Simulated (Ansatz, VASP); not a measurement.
## Two plane-wave programs on Nb

```xyz
1
Lattice="0.0000 2.0212 2.0212 2.0212 0.0000 2.0212 2.0212 2.0212 0.0000" Properties=species:S:1:pos:R:3 pbc="T T T"
Nb    0.0000    0.0000    0.0000
```

Alike in both runs: task single point; functional PBE; k mesh 18 × 18 × 18; occupations gaussian, width 0.1 eV; no spin polarisation.

```csv
,VASP,Ansatz
version,VASP 6.6.1,Ansatz 0.2.0
potentials or method,"VASP PAW PBE potentials, release 64 (Nb_sv), cutoff 520 eV","scalar-relativistic, plane waves, PAW"
valence electrons in the cell,13,13
```

VASP gave:

| Property | Result |
| --- | --- |
| gap on the k mesh at the Fermi level (eV) | none |
| pressure (GPa) | 25.9 |

Q: What did Ansatz give for the same quantities?

A: gap on the k mesh at the Fermi level (eV): none; pressure (GPa): 26.2.

A gap of «none» marks a metal or a gap that the smearing closes.
